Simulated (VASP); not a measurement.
RbBr:

```
Rb Br
1.0
     0.00000    3.46083    3.46083
     3.46083    0.00000    3.46083
     3.46083    3.46083    0.00000
Rb Br
1 1
Cartesian
  0.0000 0.0000 0.0000
  3.4608 3.4608 3.4608
```

Base run:

* Program: VASP 6.6.1
* Functional: r2SCAN
* Potentials or basis: VASP PAW PBE potentials, release 64 (Rb_sv, Br)
* Cutoff: 520 eV
* k mesh: 4 × 4 × 4
* Occupations: gaussian, width 0.01 eV
* Spin: no spin polarisation

Its results: band gap on the k mesh 4.89 eV; pressure 0.0 GPa.

**Question.** After a change of settings the same cell gave: band gap on the k mesh 3.89 eV; pressure -1.5 GPa. Which change was it?
A. functional from r2SCAN to LDA; potentials or basis from VASP PAW PBE potentials, release 64 (Rb_sv, Br) to VASP PAW LDA potentials, release 64 (Rb_sv, Br)
B. functional from r2SCAN to PBE
C. functional from r2SCAN to HSE06

**Answer.** A.

Caveats: the PAW data sets were made with another functional, which shifts forces and pressure a little (at least some runs).
